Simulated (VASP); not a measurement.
A run of VASP 6.6.1 is set up as follows.

The input INCAR:

```
SYSTEM = NaAl2O3
ALGO     = Normal         ! electronic algorithm
EDIFF    = 1E-6           ! SCF threshold, eV
EDIFFG   = -0.01          ! ionic threshold
ENCUT    = 600            ! plane-wave cutoff, eV
GGA      = PE             ! functional
IBRION   = 2              ! ionic algorithm
ISIF     = 4              ! what is computed and relaxed
ISMEAR   = 0              ! smearing method
LASPH    = .True.         ! aspherical terms in the spheres
LCHARG   = .False.        ! write CHGCAR
LREAL    = .False.        ! projectors in reciprocal space
LWAVE    = .False.        ! write WAVECAR
NELM     = 80             ! most SCF steps
NSW      = 50             ! ionic steps
PREC     = Accurate       ! precision mode
SIGMA    = 0.1            ! smearing width, eV
```

KPOINTS

```
k-points
0
Gamma
  8 8 8
  0 0 0
```

File POSCAR:

```
NaAl2O3
1.0
    2.7152010842     -4.7224723224      0.2485139910
    2.7152010842      4.7224723224      0.2485139910
   -0.3746208801      0.0000000000      3.6489639293
Na Al O
1 2 3
Direct
    0.6044393731      0.6044393731      0.3090597872
    0.9378445556      0.2711839931      0.8091177553
    0.2711839931      0.9378445556      0.8091177553
    0.6045252717      0.2482675802      0.8111588829
    0.2482675802      0.6045252717      0.8111588829
    0.9607878063      0.9607878063      0.8048489666
```

Potentials or basis: VASP PAW PBE potentials, release 64 (Na_pv, Al, O).

Command:

```bash
$ cat potpaw_PBE.64/Na_pv/POTCAR potpaw_PBE.64/Al/POTCAR potpaw_PBE.64/O/POTCAR > POTCAR
$ mpirun -np 1 vasp_std > vasp.out
```

(1) Estimate the band gap on the k mesh.

## Answers

(1) zero (an odd number of electrons rules out a gap without spin polarisation).

Caveat: an odd number of electrons without spin polarisation forces a metal; a magnetic or distorted state may lie lower.
